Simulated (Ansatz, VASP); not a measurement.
# MnO2: VASP beside Ansatz

The input INCAR:

```
SYSTEM = MnO2
ALGO     = Normal         ! electronic algorithm
EDIFF    = 1E-6           ! SCF threshold, eV
ENCUT    = 520            ! plane-wave cutoff, eV
GGA      = PS             ! functional
ISIF     = 2              ! what is computed and relaxed
ISMEAR   = -1             ! smearing method
ISPIN    = 2              ! spin polarisation
LASPH    = .True.         ! aspherical terms in the spheres
LCHARG   = .True.         ! write CHGCAR
LELF     = .True.         ! ELF
LMAXMIX  = 4              ! l up to which the mixer works
LORBIT   = 11             ! projections on sites
LREAL    = .False.        ! projectors in reciprocal space
LVHAR    = .True.       
LWAVE    = .False.        ! write WAVECAR
MAGMOM   = 4 0 0          ! initial moments
NBANDS   = 24             ! bands
NELM     = 150            ! most SCF steps
PREC     = Accurate       ! precision mode
SIGMA    = 0.05           ! smearing width, eV
```

File KPOINTS:

```
k-points
0
Gamma
  11 11 6
  0 0 0
```

Contents of POSCAR:

```
MnO2
1.0
    2.8374059371      0.0000000000      0.0000000000
   -1.4187029685      2.4572656224      0.0000000000
    0.0000000000      0.0000000000      4.5704914233
Mn O
1 2
Direct
    0.0000000000      0.0000000000      0.5000000000
    0.3333333333      0.6666666667      0.7062925700
    0.6666666667      0.3333333333      0.2937074300
```

File input.yaml:

```yaml
crystal:
  lattice:
    - [2.8374059371, 0.0, 0.0]
    - [-1.4187029685, 2.4572656224, 0.0]
    - [0.0, 0.0, 4.5704914233]
  atoms:
    - { symbol: Mn, position: [0.0, 0.0, 0.5], spin: 4.0 }
    - { symbol: O, position: [0.3333333333, 0.6666666667, 0.70629257] }
    - { symbol: O, position: [0.6666666667, 0.3333333333, 0.29370743] }
hamiltonian:
  xc: pbesol
  pseudopotentials: { kind: paw }
magnetization:
  spin_polarized: true
kpoints:
  mp_grid: { grid: [11, 11, 6] }
scf:
  occupations: { method: fermi_dirac, width: 0.05 }
output:
  forces: true
  stress: true
  eigenvalues: true
```

Alike in both runs: task single point; functional PBEsol; k mesh 11 × 11 × 6; occupations fermi-dirac, width 0.05 eV; collinear spin.

|  | VASP | Ansatz |
| --- | --- | --- |
| version | VASP 6.6.1 | Ansatz 0.2.0 |
| potentials or method | VASP PAW PBE potentials, release 64 (Mn_pv, O) | Ansatz PAW |
| plane-wave cutoff (eV) | 520 | 420 |
| valence electrons in the cell | 25 | 27 |

VASP gave:

- gap on the k mesh at the Fermi level (eV): 0.62
- least direct gap on the mesh (eV): 0.67
- pressure (GPa): 2.9
- traceless stress, the component that is largest in VASP (GPa): -0.05
- rms of the force components (eV/Å): 0.103
- net moment per atom (μB): 1.00
- size of the moment on the site where the two differ most (μB): 2.82

Q: What did Ansatz give for the same quantities?

A: gap on the k mesh at the Fermi level (eV): 0.66; least direct gap on the mesh (eV): 0.71; pressure (GPa): 2.0; traceless stress, the component that is largest in VASP (GPa): 0.40; rms of the force components (eV/Å): 0.062; net moment per atom (μB): 1.00; size of the moment on the site where the two differ most (μB): 2.46.

VASP's potentials were made for PBE, not for PBEsol. Site moments also hang on the region over which each program counts them. Atom by atom the forces differ by 0.041 eV/Å (rms over components). VASP's potentials hold 25 valence electrons a cell and Ansatz's 27, so a difference there can come from the potentials and not from the codes.

Noted on Ansatz's run: odd divisions of the mesh miss points on the zone boundary, where band edges often lie, so the gap on the mesh can be too wide.
